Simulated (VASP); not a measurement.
A run of VASP 6.6.1 is set up as follows.

File INCAR:

```
  ALGO = Normal
  EDIFF = 1E-6
  ENCUT = 520
  GGA = PE
  ISIF = 2
  ISMEAR = -1
  LASPH = True
  LCHARG = False
  LREAL = False
  LWAVE = False
  NBANDS = 10
  NELM = 60
  PREC = Accurate
  SIGMA = 0.1
```

KPOINTS

```
k-points
0
Gamma
  8 8 11
```

File POSCAR:

```
Mg
1.0
    5.0367613293      0.0000000000      0.0000000000
   -2.5183806646      4.3619632640      0.0000000000
    0.0000000000      0.0000000000      3.0540286031
Mg
3
Direct
    0.0000000000      0.0000000000      0.0000000000
    0.3333333333      0.6666666667      0.5000000000
    0.6666666667      0.3333333333      0.5000000000
```

Potentials or basis: VASP PAW PBE potentials, release 64 (Mg).

Launch:

```bash
$ cat potpaw_PBE.64/Mg/POTCAR > POTCAR
$ mpirun -np 1 vasp_std > vasp.out
```

(1) What does it give for the pressure?

(2) Estimate the band gap on the k mesh.

Results:

(1) 1.3 GPa.

(2) zero (band 3 reaches 6.00 eV, above the bottom of band 4 at 1.83 eV).
